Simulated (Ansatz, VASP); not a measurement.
# Two plane-wave programs on V

```
V
1.0
    -1.48373    1.48373    1.48373
     1.48373   -1.48373    1.48373
     1.48373    1.48373   -1.48373
V
1
Direct
  0.00000 0.00000 0.00000
```

Change from the starting cell: volume scaled by 0.97, PAW files.

Alike in both runs: task electric field gradients; functional PBE; k mesh 16 × 16 × 16; occupations fermi-dirac, width 0.05 eV; collinear spin.

|  | VASP | Ansatz |
| --- | --- | --- |
| version | VASP 6.6.1 | Ansatz 0.2.0 |
| potentials or method | VASP PAW PBE potentials, release 64 (V_sv) | PAW with Ansatz's default frozen-core files, scalar-relativistic |
| plane-wave cutoff (eV) | 520 | 420 |
| valence electrons in the cell | 13 | 13 |

|  | VASP | Ansatz | Ansatz less VASP |
| --- | --- | --- | --- |
| pressure (GPa) | 6.1 | 5.9 | -0.24 |
| net moment per atom (μB) | 0.00 | 0.00 | 0.000 |

With one functional, cell and mesh, what is left measures potentials, basis and numerics. Ansatz's warnings: seeded moment not kept.
